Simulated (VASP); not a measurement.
# HfN in VASP: a series of runs, part 2 of 3

VASP 6.6.1.

## Step 3: Electric field gradients, PBE (volume scaled by 1.06)

The input, INCAR:

```
SYSTEM = HfN
ALGO = Normal ; EDIFF = 1E-8
ENCUT = 520 ; GGA = PE
GGA_COMPAT = .FALSE. ; ISIF = 2
ISMEAR = -1 ; LASPH = .TRUE.
LCHARG = .FALSE. ; LEFG = .TRUE.
LREAL = .FALSE. ; LWAVE = .FALSE.
NBANDS = 14 ; NELM = 120
PREC = Accurate ; SIGMA = 0.03
```

The input, KPOINTS:

```
k-points
0
G
  10 10 10
  0 0 0
```

The input, POSCAR:

```
HfN
1.0
    0.0000000000      2.3033053658      2.3033053658
    2.3033053658      0.0000000000      2.3033053658
    2.3033053658      2.3033053658      0.0000000000
Hf N
1 1
Direct
    0.0000000000      0.0000000000      0.0000000000
    0.5000000000      0.5000000000      0.5000000000
```

Potentials or basis: VASP PAW PBE potentials, release 64 (Hf_pv, N).

Command:

```console
$ cat potpaw_PBE.64/Hf_pv/POTCAR potpaw_PBE.64/N/POTCAR > POTCAR
$ mpirun -np 1 vasp_std > vasp.out
```

OUTCAR:

```text
SYSTEM = HfN
   EDIFF = 1E-8
   ENCUT = 520
   GGA = PE
   ISIF = 2
   ISMEAR = -1
   LASPH = .TRUE.
   LREAL = .FALSE.
   NELM = 120
   PREC = Accurate

 ion  position               nearest neighbor table
   1  0.000  0.000  0.000-   2 2.30   2 2.30   2 2.30   2 2.30   2 2.30   2 2.30
   2  0.500  0.500  0.500-   1 2.30   1 2.30   1 2.30   1 2.30   1 2.30   1 2.30

  LATTYP: Found a face centered cubic cell.
 ALAT       =     4.6066107316

  Lattice vectors:

 A1 = (   0.0000000000,   2.3033053658,   2.3033053658)
 A2 = (   2.3033053658,   0.0000000000,   2.3033053658)
 A3 = (   2.3033053658,   2.3033053658,   0.0000000000)

Analysis of symmetry for initial positions (statically):
=====================================================================
 Subroutine PRICEL returns:
 Original cell was already a primitive cell.

 Routine SETGRP: Setting up the symmetry group for a
 face centered cubic supercell.

 Subroutine GETGRP returns: Found 48 space group operations
 (whereof 48 operations were pure point group operations)
 out of a pool of 48 trial point group operations.

The static configuration has the point symmetry O_h .

Analysis of symmetry for dynamics (positions and initial velocities):
=====================================================================
 Subroutine PRICEL returns:
 Original cell was already a primitive cell.

 Routine SETGRP: Setting up the symmetry group for a
 face centered cubic supercell.

 Subroutine GETGRP returns: Found 48 space group operations
 (whereof 48 operations were pure point group operations)
 out of a pool of 48 trial point group operations.

The dynamic configuration has the point symmetry O_h .
[... 165 lines left out ...]
     11       9.1302      0.00000
     12       9.7023      0.00000
     13       9.7023      0.00000
     14      17.2980      0.00000
[... 377 lines left out ...]
      1     -24.0444      2.00000
      2     -23.7171      2.00000
      3     -23.6942      2.00000
      4      -8.0002      2.00000
      5       1.4278      2.00000
      6       3.3966      2.00000
      7       3.8359      2.00000
      8       5.5418      2.00000
      9      11.6513      0.00000
     10      11.9809      0.00000
     11      12.2224      0.00000
     12      12.2464      0.00000
     13      16.3667      0.00000
     14      18.4412      0.00000

 [... further k-points ...]
[... 5 lines left out ...]
  --------------------------------------------------------------------------------------
  -------------------------------------------------------------------------------------
  Total       -1.7553999     -1.7553999     -1.7553999     -0.0000000      0.0000000      0.0000000
  in kB     -115.0805928   -115.0805928   -115.0805928     -0.0000000      0.0000000      0.0000000
  external PRESSURE =    -115.0805928 kB  Pullay stress =       0.0000000 kB

 VOLUME and BASIS-vectors are now :
 -----------------------------------------------------------------------------
  energy-cutoff  :      520.00
  volume of cell :       24.44
      direct lattice vectors                 reciprocal lattice vectors
     0.000000000  2.303305366  2.303305366    -0.217079336  0.217079336  0.217079336
     2.303305366  0.000000000  2.303305366     0.217079336 -0.217079336  0.217079336
     2.303305366  2.303305366  0.000000000     0.217079336  0.217079336 -0.217079336

 POSITION                                       TOTAL-FORCE (eV/Angst)
 -----------------------------------------------------------------------------------
      0.00000      0.00000      0.00000         0.000000      0.000000      0.000000
      2.30331      2.30331      2.30331        -0.000000     -0.000000     -0.000000
 -----------------------------------------------------------------------------------
    total drift:                                0.000000     -0.000000     -0.000000

  FREE ENERGIE OF THE ION-ELECTRON SYSTEM (eV)
  ---------------------------------------------------
  free  energy   TOTEN  =       -21.7096458098 eV

  energy  without entropy=      -21.7069043375  energy(sigma->0) =      -21.70827507

 Electric field gradients (V/A^2)
---------------------------------------------------------------------
 ion       V_xx      V_yy      V_zz      V_xy      V_xz      V_yz
---------------------------------------------------------------------
   1      -0.000    -0.000     0.000    -0.000    -0.000    -0.000
   2      -0.000     0.000    -0.000     0.001     0.001     0.001
---------------------------------------------------------------------

 Electric field gradients after diagonalization (V/A^2)
 (convention: |V_zz| > |V_xx| > |V_yy|)
----------------------------------------------------------------------
 ion       V_xx      V_yy      V_zz     asymmetry (V_yy - V_xx)/ V_zz
----------------------------------------------------------------------
   1       0.000     0.000    -0.000       0.000
   2      -0.001    -0.001     0.003       0.000
----------------------------------------------------------------------

           NMR quadrupolar parameters

 Cq : quadrupolar parameter    Cq=e*Q*V_zz/h
 eta: asymmetry parameters     (V_yy - V_xx)/ V_zz
 Q  : nuclear electric quadrupole moment in mb (millibarn)
----------------------------------------------------------------------
 ion       Cq(MHz)       eta       Q (mb)
----------------------------------------------------------------------
   1      -0.000       0.000       1.000
   2       0.000       0.000       1.000
----------------------------------------------------------------------
```

OSZICAR:

```text
N       E                     dE             d eps       ncg     rms          rms(c)
DAV:   1     0.403133776591E+02    0.40313E+02   -0.77034E+03  1316   0.100E+03
DAV:   2    -0.225275332786E+02   -0.62841E+02   -0.58600E+02  1744   0.236E+02
DAV:   3    -0.247266136397E+02   -0.21991E+01   -0.21888E+01  1544   0.359E+01
DAV:   4    -0.247358411434E+02   -0.92275E-02   -0.92171E-02  1532   0.274E+00
DAV:   5    -0.247359024058E+02   -0.61262E-04   -0.61257E-04  1550   0.192E-01    0.436E+01
DAV:   6    -0.218484628986E+02    0.28874E+01   -0.86177E+00  1418   0.218E+01    0.382E+01
DAV:   7    -0.217435032950E+02    0.10496E+00   -0.48734E-01  1604   0.609E+00    0.253E+01
DAV:   8    -0.217175719605E+02    0.25931E-01   -0.15203E-01  1448   0.333E+00    0.649E+00
DAV:   9    -0.217096717884E+02    0.79002E-02   -0.18641E-02  1436   0.113E+00    0.195E+00
DAV:  10    -0.217096781080E+02   -0.63196E-05   -0.90424E-04  1696   0.282E-01    0.461E-01
DAV:  11    -0.217096474040E+02    0.30704E-04   -0.58246E-05  1664   0.711E-02    0.112E-01
DAV:  12    -0.217096457686E+02    0.16355E-05   -0.72279E-06  1732   0.221E-02    0.748E-03
DAV:  13    -0.217096458023E+02   -0.33704E-07   -0.22345E-07  1478   0.454E-03    0.527E-03
DAV:  14    -0.217096457917E+02    0.10607E-07   -0.15034E-08  1320   0.120E-03    0.855E-04
DAV:  15    -0.217096458061E+02   -0.14399E-07   -0.10556E-09   832   0.340E-04    0.264E-04
DAV:  16    -0.217096458098E+02   -0.37096E-08   -0.25856E-10   748   0.138E-04
   1 F= -.21709646E+02 E0= -.21708275E+02  d E =-.274147E-02
```

stdout:

```text
POSCAR found type information on POSCAR HfN
 POSCAR found :  2 types and       2 ions
 scaLAPACK will be used
 LDA part: xc-table for (Slater+PW92), standard interpolation
 POSCAR, INCAR and KPOINTS ok, starting setup
 FFT: planning ... GRIDC
 FFT: planning ... GRID_SOFT
 FFT: planning ... GRID
 WAVECAR not read
 entering main loop
ion   1

ion   2
```

It used 23 s of CPU time on 1 thread of AMD EPYC 7R13 Processor (Zen 3), with other jobs on the host.

Results:

| Quantity | Value |
| --- | --- |
| Free energy | -21.7096 eV |
| Pressure | -11.5 GPa |

Caveat: without QUAD_EFG the Cq values of the log hold for a quadrupole moment of 1 mb, not for the nuclei; spin-orbit coupling is left out, which moves the levels of the heavy elements.

## Step 4: Electric field gradients, PBE (equal xy, yz and zx shear strains of +2 %)

The input, INCAR:

```
SYSTEM = HfN
PREC = Accurate ; ENCUT = 520
EDIFF = 1E-8 ; ISMEAR = -1
SIGMA = 0.03 ; LREAL = .FALSE.
LASPH = .TRUE. ; NELM = 80
ALGO = Normal ; ISIF = 2
LWAVE = .FALSE. ; LCHARG = .FALSE.
GGA = PE ; LEFG = .TRUE.
NBANDS = 14
```

The input, KPOINTS:

```
Automatic mesh
0
G
  10 10 10
  0 0 0
```

The input, POSCAR:

```
HfN
1.0
    0.0451800000      2.2815900000      2.2815900000
    2.2815900000      0.0451800000      2.2815900000
    2.2815900000      2.2815900000      0.0451800000
Hf N
1 1
Direct
    0.0000000000      0.0000000000      0.0000000000
    0.5000000000      0.5000000000      0.5000000000
```

Potentials or basis: VASP PAW PBE potentials, release 64 (Hf_pv, N).

Command:

```console
$ cat potpaw_PBE.64/Hf_pv/POTCAR potpaw_PBE.64/N/POTCAR > POTCAR
$ mpirun -np 1 vasp_std > vasp.out
```

OUTCAR:

```text
SYSTEM = HfN
   PREC = Accurate
   ENCUT = 520
   EDIFF = 1E-8
   ISMEAR = -1
   LREAL = .FALSE.
   LASPH = .TRUE.
   NELM = 80
   ISIF = 2
   GGA = PE

 ion  position               nearest neighbor table
   1  0.000  0.000  0.000-   2 2.26   2 2.26   2 2.26   2 2.26   2 2.26   2 2.26
   2  0.500  0.500  0.500-   1 2.26   1 2.26   1 2.26   1 2.26   1 2.26   1 2.26

  LATTYP: Found a trigonal (rhomboedric) cell.
 ALAT       =     3.2269718140
 COS(alpha) =     0.5197000882

  Lattice vectors:

 A1 = (   0.0451800000,   2.2815900000,   2.2815900000)
 A2 = (   2.2815900000,   0.0451800000,   2.2815900000)
 A3 = (   2.2815900000,   2.2815900000,   0.0451800000)

Analysis of symmetry for initial positions (statically):
=====================================================================
 Subroutine PRICEL returns:
 Original cell was already a primitive cell.

 Routine SETGRP: Setting up the symmetry group for a
 trigonal (rhombohedral) supercell.

 Subroutine GETGRP returns: Found 12 space group operations
 (whereof 12 operations were pure point group operations)
 out of a pool of 12 trial point group operations.

The static configuration has the point symmetry D_3d.

Analysis of symmetry for dynamics (positions and initial velocities):
=====================================================================
 Subroutine PRICEL returns:
 Original cell was already a primitive cell.

 Routine SETGRP: Setting up the symmetry group for a
 trigonal (rhombohedral) supercell.

 Subroutine GETGRP returns: Found 12 space group operations
 (whereof 12 operations were pure point group operations)
 out of a pool of 12 trial point group operations.

The dynamic configuration has the point symmetry D_3d.

 Subroutine INISYM returns: Found 12 space group operations
 (whereof 12 operations are pure point group operations),
 and found     1 'primitive' translations

----------------------------------------------------------------------------------------

                                     Primitive cell

  volume of cell :      23.0488

  direct lattice vectors                    reciprocal lattice vectors
     0.045180000  2.281590000  2.281590000    -0.225764489  0.221380712  0.221380712
     2.281590000  0.045180000  2.281590000     0.221380712 -0.225764489  0.221380712
     2.281590000  2.281590000  0.045180000     0.221380712  0.221380712 -0.225764489

  length of vectors
     3.226971814  3.226971814  3.226971814     0.385990213  0.385990213  0.385990213

  position of ions in fractional coordinates (direct lattice)
     0.000000000  0.000000000  0.000000000
     0.500000000  0.500000000  0.500000000

  ion indices of the primitive-cell ions
   primitive index   ion index
                 1           1
                 2           2

----------------------------------------------------------------------------------------

 KPOINTS: Automatic mesh

Automatic generation of k-mesh.
 Grid dimensions read from file:
 generate k-points for:   10   10   10

 Generating k-lattice:

[... 75 lines left out ...]
   EFERMI =   0.00;   METHOD = LEGACY
   ISMEAR =    -1;   SIGMA  =   0.03  broadening in eV -4-tet -1-fermi 0-gaus
   EFERMI_NEDOS =   21; number of points for ismear=-14 and -15
   IALGO  =     38    algorithm
   IMIX   =      4    mixing-type and parameters
     AMIX     =   0.40;   BMIX     =  1.00
     AMIX_MAG =   1.60;   BMIX_MAG =  1.00
  volume/ion in A,a.u.               =      11.52        77.77
  Fermi-wavevector in a.u.,A,eV,Ry     =   1.418694  2.680944 27.384359  2.012694
  Thomas-Fermi vector in A             =   2.539793
   LORBIT       =      0    0 simple, 1 ext, 2 COOP (PROOUT), +10 PAW based schemes
   GGA     = PE    functional components
   LHFCALC =     F    Hartree Fock is set to
   AEXX    =    0.0000 exact exchange contribution
   IVDW    =     0    specifies the selected vdW correction
   LEPSILON=     F    determine dielectric tensor
   LRPA    =     F    only Hartree local field effects (RPA)
 non-spin polarized calculation
  energy-cutoff  :      520.00
  volume of cell :       23.05
 maximum number of plane-waves:       632
   NGX = 11   NGY = 11   NGZ = 11

 number of electron      15.0000000 magnetization

 Free energy of the ion-electron system (eV)
  ---------------------------------------------------
  ext. energy  EPLUGINS =         0.00000000
  ---------------------------------------------------
  free energy    TOTEN  =       -21.73965769 eV

  energy without entropy =      -21.73746734  energy(sigma->0) =      -21.73856251

 E-fermi :   8.4358     XC(G=0): -12.7340

 val. band max:        8.3834374892   @ k =   0.2000   0.1000   0.1000
 cond. band min:       8.4365604855   @ k =  -0.3000   0.2000   0.2000
 fundamental gap:      0.0531229963
 Fermi energy:         8.4358176674

 k-point     1 :       0.0000    0.0000    0.0000
  band No.  band energies     occupation
      1     -22.7855      2.00000
      2     -22.7514      2.00000
      3     -22.7514      2.00000
      4      -9.1241      2.00000
      5       5.2531      2.00000
      6       5.4171      2.00000
      7       5.4171      2.00000
      8       7.7068      2.00000
      9       8.1864      1.99951
     10       8.1864      1.99951
     11      10.2258      0.00000
     12      10.3743      0.00000
     13      10.3743      0.00000
     14      17.9650      0.00000
[... 377 lines left out ...]
      1     -23.4374      2.00000
      2     -23.0162      2.00000
      3     -23.0108      2.00000
      4      -7.7262      2.00000
      5       1.7911      2.00000
      6       3.8147      2.00000
      7       4.1828      2.00000
      8       5.9368      2.00000
      9      12.4676      0.00000
     10      12.8890      0.00000
     11      13.1140      0.00000
     12      13.2796      0.00000
     13      17.5365      0.00000
     14      19.7698      0.00000

 [... further k-points ...]
[... 5 lines left out ...]
  --------------------------------------------------------------------------------------
  -------------------------------------------------------------------------------------
  Total        0.4539130      0.4539130      0.4539130     -0.3028996     -0.3028996     -0.3028996
  in kB       31.5525118     31.5525118     31.5525118    -21.0552336    -21.0552336    -21.0552336
  external PRESSURE =      31.5525118 kB  Pullay stress =       0.0000000 kB

 VOLUME and BASIS-vectors are now :
 -----------------------------------------------------------------------------
  energy-cutoff  :      520.00
  volume of cell :       23.05
      direct lattice vectors                 reciprocal lattice vectors
     0.045180000  2.281590000  2.281590000    -0.225764489  0.221380712  0.221380712
     2.281590000  0.045180000  2.281590000     0.221380712 -0.225764489  0.221380712
     2.281590000  2.281590000  0.045180000     0.221380712  0.221380712 -0.225764489

 POSITION                                       TOTAL-FORCE (eV/Angst)
 -----------------------------------------------------------------------------------
      0.00000      0.00000      0.00000         0.000000      0.000000      0.000000
      2.30418      2.30418      2.30418        -0.000000     -0.000000     -0.000000
 -----------------------------------------------------------------------------------
    total drift:                                0.000000     -0.000000     -0.000000

  FREE ENERGIE OF THE ION-ELECTRON SYSTEM (eV)
  ---------------------------------------------------
  free  energy   TOTEN  =       -21.7396576909 eV

  energy  without entropy=      -21.7374673385  energy(sigma->0) =      -21.73856251

 Electric field gradients (V/A^2)
---------------------------------------------------------------------
 ion       V_xx      V_yy      V_zz      V_xy      V_xz      V_yz
---------------------------------------------------------------------
   1      -0.000    -0.000     0.000    -7.765    -7.765    -7.765
   2      -0.000    -0.000     0.000     1.165     1.165     1.165
---------------------------------------------------------------------

 Electric field gradients after diagonalization (V/A^2)
 (convention: |V_zz| > |V_xx| > |V_yy|)
----------------------------------------------------------------------
 ion       V_xx      V_yy      V_zz     asymmetry (V_yy - V_xx)/ V_zz
----------------------------------------------------------------------
   1       7.765     7.765   -15.530       0.000
   2      -1.165    -1.165     2.331       0.000
----------------------------------------------------------------------

           NMR quadrupolar parameters

 Cq : quadrupolar parameter    Cq=e*Q*V_zz/h
 eta: asymmetry parameters     (V_yy - V_xx)/ V_zz
 Q  : nuclear electric quadrupole moment in mb (millibarn)
----------------------------------------------------------------------
 ion       Cq(MHz)       eta       Q (mb)
----------------------------------------------------------------------
   1      -0.038       0.000       1.000
   2       0.006       0.000       1.000
----------------------------------------------------------------------
```

It took 21 s on 1 thread of Intel Xeon 6975P-C, shared host; peak memory 0.17 GiB.

Results:

* Free energy: -21.7397 eV
* Pressure: 3.2 GPa

Stress tensor (GPa, compression positive):
```
 3.16 -2.11 -2.11
-2.11  3.16 -2.11
-2.11 -2.11  3.16
```

Electric field gradients, principal values (V/Å²):
```tsv
atom	least	middle	greatest (by size)
1 Hf	7.765	7.765	-15.530
2 N	-1.165	-1.165	2.331
```

Caveat: the cell differs from its parent crystal (equal xy, yz and zx shear strains of +2 %); without QUAD_EFG the Cq values of the log hold for a quadrupole moment of 1 mb, not for the nuclei; spin-orbit coupling is left out, which moves the levels of the heavy elements.

(Part 2 of 3 ends here.)
